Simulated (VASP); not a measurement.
# KEuCu3 (Pm-3m) in VASP: single point with PBE

Aim: the single point of KEuCu3 with PBE.

Everything below comes from runs of VASP 6.6.1. Logs are shortened: lines on timing, memory, paths and dates and some standing lists are left out, and cuts for length are marked.

### Step 1. The cell of the first run

The structure is cubic, space group Pm-3m (No. 221). Conventional cell: a = 5.299 Å, b = 5.299 Å, c = 5.299 Å, α = 90.00°, β = 90.00°, γ = 90.00°. Within 3.5 Å of K (site symmetry m-3m) lie 6 Cu at 2.65 Å. Within 4.9 Å of Eu (site symmetry m-3m) lie 12 Cu at 3.75 Å and 8 K at 4.59 Å. Cu (site symmetry 4/mmm) has 2 K at 2.65 Å within 3.5 Å.

The cell was generated, and may not be a known phase.

### Step 2. Single point, PBE, collinear spin, ferromagnetic start

The input, INCAR:

```
PREC = Accurate
ENCUT = 520
EDIFF = 1E-7
ISMEAR = 0
SIGMA = 0.1
LREAL = F
LASPH = T
NELM = 150
ALGO = Fast
ISIF = 2
LWAVE = F
LCHARG = F
ISPIN = 2
MAGMOM = 0 7 0 0 0
LORBIT = 11
LMAXMIX = 6
GGA = PE
NBANDS = 42
```

The input, KPOINTS:

```
Automatic mesh
0
Gamma
  4 4 4
```

The input, POSCAR:

```
KEuCu3
1.0
    5.2989774459      0.0000000000      0.0000000000
    0.0000000000      5.2989774459      0.0000000000
    0.0000000000      0.0000000000      5.2989774459
K Eu Cu
1 1 3
Direct
    0.5000000000      0.5000000000      0.5000000000
    0.0000000000      0.0000000000      0.0000000000
    0.0000000000      0.5000000000      0.5000000000
    0.5000000000      0.5000000000      0.0000000000
    0.5000000000      0.0000000000      0.5000000000
```

Potentials or basis: VASP PAW PBE potentials, release 64 (K_sv, Eu, Cu).

Launch:

```
cat potpaw_PBE.64/K_sv/POTCAR potpaw_PBE.64/Eu/POTCAR potpaw_PBE.64/Cu/POTCAR > POTCAR
mpirun -np 1 vasp_std > vasp.out
```

OUTCAR:

```text
PREC = Accurate
   ENCUT = 520
   EDIFF = 1E-7
   ISMEAR = 0
   LREAL = F
   LASPH = T
   NELM = 150
   ISIF = 2
   ISPIN = 2
   LORBIT = 11
   GGA = PE

 ion  position               nearest neighbor table
   1  0.500  0.500  0.500-   3 2.65   4 2.65   5 2.65   4 2.65   5 2.65   3 2.65
   2  0.000  0.000  0.000-
   3  0.000  0.500  0.500-   1 2.65   1 2.65
   4  0.500  0.500  0.000-   1 2.65   1 2.65
   5  0.500  0.000  0.500-   1 2.65   1 2.65

  LATTYP: Found a simple cubic cell.
 ALAT       =     5.2989774459

  Lattice vectors:

 A1 = (   5.2989774459,   0.0000000000,   0.0000000000)
 A2 = (   0.0000000000,   5.2989774459,   0.0000000000)
 A3 = (   0.0000000000,   0.0000000000,   5.2989774459)

Analysis of symmetry for initial positions (statically):
=====================================================================
 Subroutine PRICEL returns:
 Original cell was already a primitive cell.

 Routine SETGRP: Setting up the symmetry group for a
 simple cubic supercell.

 Subroutine GETGRP returns: Found 48 space group operations
 (whereof 48 operations were pure point group operations)
 out of a pool of 48 trial point group operations.

The static configuration has the point symmetry O_h .

Analysis of symmetry for dynamics (positions and initial velocities):
=====================================================================
 Subroutine PRICEL returns:
 Original cell was already a primitive cell.

 Routine SETGRP: Setting up the symmetry group for a
 simple cubic supercell.

 Subroutine GETGRP returns: Found 48 space group operations
 (whereof 48 operations were pure point group operations)
 out of a pool of 48 trial point group operations.

The dynamic configuration has the point symmetry O_h .

Analysis of structural, dynamic, and magnetic symmetry:
=====================================================================
 Subroutine PRICEL returns:
 Original cell was already a primitive cell.

 Routine SETGRP: Setting up the symmetry group for a
 simple cubic supercell.

 Subroutine GETGRP returns: Found 48 space group operations
 (whereof 48 operations were pure point group operations)
 out of a pool of 48 trial point group operations.

The overall configuration has the point symmetry O_h .

 Subroutine INISYM returns: Found 48 space group operations
[... 118 lines left out ...]
   LRPA    =     F    only Hartree local field effects (RPA)
 spin polarized calculation
 RMM-DIIS sequential band-by-band and
 Gauss-broadening in eV      SIGMA  =   0.10
  energy-cutoff  :      520.00
  volume of cell :      148.79
 maximum number of plane-waves:      4032
 NGX is ok and might be reduce to    40
   NGX = 19   NGY = 19   NGZ = 19

 number of electron      59.0000091 magnetization       6.9133806

 Free energy of the ion-electron system (eV)
  ---------------------------------------------------
  ext. energy  EPLUGINS =         0.00000000
  ---------------------------------------------------
  free energy    TOTEN  =       -18.88074625 eV

  energy without entropy =      -18.86672978  energy(sigma->0) =      -18.87373802

 E-fermi :   1.4156     XC(G=0):  -8.6093

 val. band max:        1.3460709384   @ k =   0.5000   0.2500   0.0000
 cond. band min:       1.4209677208   @ k =   0.2500   0.0000   0.0000
 fundamental gap:      0.0748967823
 Fermi energy:         1.4155839305

 spin component 1

 k-point     1 :       0.0000    0.0000    0.0000
  band No.  band energies     occupation
      1     -40.2262      1.00000
      2     -28.5155      1.00000
      3     -18.9706      1.00000
      4     -18.9706      1.00000
      5     -18.9706      1.00000
      6     -12.2034      1.00000
[... 429 lines left out ...]
     40       4.8180      0.00000
     41       5.9017      0.00000
 Fermi energy:         1.4155839305

 spin component 2

 k-point     1 :       0.0000    0.0000    0.0000
  band No.  band energies     occupation
      1     -37.1028      1.00000
      2     -28.5197      1.00000
      3     -16.7059      1.00000
      4     -16.7059      1.00000
      5     -16.7059      1.00000
      6     -12.2078      1.00000
[... 429 lines left out ...]
     40       6.2992      0.00000
     41       6.3488      0.00000
 [bands above 41 left out]

------------------------ aborting loop because EDIFF is reached ----------------------------------------

  FORCE on cell =-STRESS in cart. coord.  units (eV):
  Direction    XX          YY          ZZ          XY          YZ          ZX
  --------------------------------------------------------------------------------------
  -------------------------------------------------------------------------------------
  Total        0.0449547      0.0449547      0.0449547      0.0000000      0.0000000     -0.0000000
  in kB        0.4840713      0.4840713      0.4840713      0.0000000      0.0000000     -0.0000000
  external PRESSURE =       0.4840713 kB  Pullay stress =       0.0000000 kB

 VOLUME and BASIS-vectors are now :
 -----------------------------------------------------------------------------
  energy-cutoff  :      520.00
  volume of cell :      148.79
      direct lattice vectors                 reciprocal lattice vectors
     5.298977446  0.000000000  0.000000000     0.188715655  0.000000000  0.000000000
     0.000000000  5.298977446  0.000000000     0.000000000  0.188715655  0.000000000
     0.000000000  0.000000000  5.298977446     0.000000000  0.000000000  0.188715655

 POSITION                                       TOTAL-FORCE (eV/Angst)
 -----------------------------------------------------------------------------------
      2.64949      2.64949      2.64949         0.000000      0.000000      0.000000
      0.00000      0.00000      0.00000         0.000000      0.000000      0.000000
      0.00000      2.64949      2.64949         0.000000      0.000000      0.000000
      2.64949      2.64949      0.00000         0.000000      0.000000      0.000000
      2.64949      0.00000      2.64949         0.000000      0.000000      0.000000
 -----------------------------------------------------------------------------------
    total drift:                               -0.000000      0.000000     -0.000000

  FREE ENERGIE OF THE ION-ELECTRON SYSTEM (eV)
  ---------------------------------------------------
  free  energy   TOTEN  =       -18.8807462457 eV

  energy  without entropy=      -18.8667297847  energy(sigma->0) =      -18.87373802

 total charge

# of ion       s       p       d       f       tot
--------------------------------------------------
    1        1.997   5.589   0.125   0.000   7.711
    2        2.034   5.740   0.151   6.723  14.648
    3        0.514   0.059   9.273   0.000   9.845
    4        0.514   0.059   9.273   0.000   9.845
    5        0.514   0.059   9.273   0.000   9.845
--------------------------------------------------
tot          5.575  11.504  28.094   6.723  51.895

 magnetization (x)

# of ion       s       p       d       f       tot
--------------------------------------------------
    1       -0.000  -0.002  -0.002   0.000  -0.004
    2       -0.011  -0.119   0.037   6.717   6.624
    3       -0.013   0.002  -0.007   0.000  -0.018
    4       -0.013   0.002  -0.007   0.000  -0.018
    5       -0.013   0.002  -0.007   0.000  -0.018
--------------------------------------------------
tot         -0.050  -0.115   0.014   6.717   6.566
```

OSZICAR:

```text
N       E                     dE             d eps       ncg     rms          rms(c)
DAV:   1     0.505660608563E+03    0.50566E+03   -0.23480E+04  2210   0.448E+03
DAV:   2     0.973534517603E+02   -0.40831E+03   -0.37674E+03  1930   0.474E+02
DAV:   3    -0.511022750904E+01   -0.10246E+03   -0.93580E+02  1978   0.215E+02
[... 12 lines left out ...]
RMM:  86    -0.188807457724E+02   -0.14149E-06   -0.16125E-06  1709   0.474E-03    0.245E-03
RMM:  87    -0.188807458689E+02   -0.96506E-07   -0.11543E-06  1639   0.459E-03    0.256E-03
RMM:  88    -0.188807459903E+02   -0.12141E-06   -0.13569E-06  1620   0.440E-03    0.259E-03
RMM:  89    -0.188807460759E+02   -0.85562E-07   -0.10105E-06  1591   0.418E-03    0.265E-03
RMM:  90    -0.188807461719E+02   -0.96035E-07   -0.11074E-06  1535   0.386E-03    0.269E-03
RMM:  91    -0.188807462457E+02   -0.73815E-07   -0.83701E-07  1560   0.383E-03
   1 F= -.18880746E+02 E0= -.18873738E+02  d E =-.140165E-01  mag=     6.9134
```

stdout:

```text
POSCAR found type information on POSCAR K EuCu
 POSCAR found :  3 types and       5 ions
 scaLAPACK will be used
 LDA part: xc-table for (Slater+PW92), standard interpolation
 POSCAR, INCAR and KPOINTS ok, starting setup
 FFT: planning ... GRIDC
 FFT: planning ... GRID_SOFT
[... 97 lines left out ...]
WARNING in EDDRMM: call to ZHEGV failed, returncode =   8  4      5
WARNING in EDDRMM: call to ZHEGV failed, returncode =   8  4      5
WARNING in EDDRMM: call to ZHEGV failed, returncode =   8  4      3
WARNING in EDDRMM: call to ZHEGV failed, returncode =   8  4      4
WARNING in EDDRMM: call to ZHEGV failed, returncode =   8  4      3
WARNING in EDDRMM: call to ZHEGV failed, returncode =   8  4      4
WARNING in EDDRMM: call to ZHEGV failed, returncode =   8  4      7
WARNING in EDDRMM: call to ZHEGV failed, returncode =   8  4      4
WARNING in EDDRMM: call to ZHEGV failed, returncode =   8  4      5
WARNING in EDDRMM: call to ZHEGV failed, returncode =   8  4      7
WARNING in EDDRMM: call to ZHEGV failed
```

Wall time 12 min (1 thread of AMD EPYC 9R45 (Zen 5), shared host); peak memory 0.34 GiB.

What came out:

```yaml
Free_energy: -18.8807 eV
Pressure: 0.0 GPa
Net_moment: 6.91 μB per cell
Site_moments: K -0.00; Eu +6.62; Cu -0.02 μB
Valence_electrons_inside_the_program's_atomic_spheres: K 7.71; Eu 14.65; Cu 9.85
```

Levels at points of the mesh, in eV from the Fermi level:
Spin up:
| k point | band 31 | band 32 | band 33 | band 34 | band 35 | band 36 |
| --- | --- | --- | --- | --- | --- | --- |
| (0.00, 0.00, 0.00) | -0.20 | -0.20 | -0.20 | 2.31 | 2.41 | 2.40 |
| (0.50, 0.00, 0.00) | -0.18 | -0.18 | 0.50 | 1.25 | 1.46 | 2.02 |
| (0.50, 0.50, 0.00) | -0.19 | -0.17 | -0.17 | -0.17 | 2.02 | 2.05 |
| (0.50, 0.50, 0.50) | -0.18 | -0.18 | -0.18 | 0.28 | 0.28 | 0.28 |
Spin down:
```
           k point  band 23  band 24  band 25  band 26  band 27  band 28  band 29  band 30
(0.00, 0.00, 0.00)    -1.55    -1.45    -0.15    -0.15     2.00     2.00     2.00     3.67
(0.50, 0.00, 0.00)    -1.55    -1.55    -1.48     0.29     1.67     1.79     1.79     2.92
(0.50, 0.50, 0.00)    -1.59    -1.57    -0.83    -0.83    -0.60     1.91     1.91     3.34
(0.50, 0.50, 0.50)    -1.50    -0.49    -0.49    -0.49     0.40     0.40     0.40     1.44
```

Caveat: spin-orbit coupling is left out, which moves the levels of the heavy elements; semilocal functionals describe open f shells poorly, which spoils levels, moments and volumes. The state reached can hang on the start; a lower one may exist.
